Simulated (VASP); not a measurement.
**HfN: vibrations by perturbation theory with LDA**

HfN:

```
CELL_PARAMETERS angstrom
0.00000 2.23402 2.23402
2.23402 0.00000 2.23402
2.23402 2.23402 0.00000
ATOMIC_POSITIONS crystal
Hf 0.00000 0.00000 0.00000
N 0.50000 0.50000 0.50000
```

```
Program                : VASP 6.6.1
Task                   : vibrations by perturbation theory
Functional             : LDA
Potentials or basis    : VASP PAW LDA potentials, release 64 (Hf_pv, N)
Cutoff                 : 600 eV
k mesh                 : 16 × 16 × 16
Occupations            : methfessel-paxton, width 0.1 eV
Spin                   : no spin polarisation
Dipole correction      : no
Further INCAR settings : ALGO = Normal; EDIFF = 1e-08; NBANDS = 14; IBRION = 8; NSW = 1
```

The highest phonon frequency at Γ, LO-TO splitting left out is 513 cm⁻¹.

Phonon frequencies in cm⁻¹ (negative: imaginary):
```tsv
q point	frequencies
(0.000, 0.000, 0.000)	0 0 0 513 513 513
```

Run time: 11 min on 1 thread of Intel Xeon 8259CL (shared host), peak memory 0.4 GiB.

Caveat: the cell wasn't relaxed at this level first, which shifts response properties.
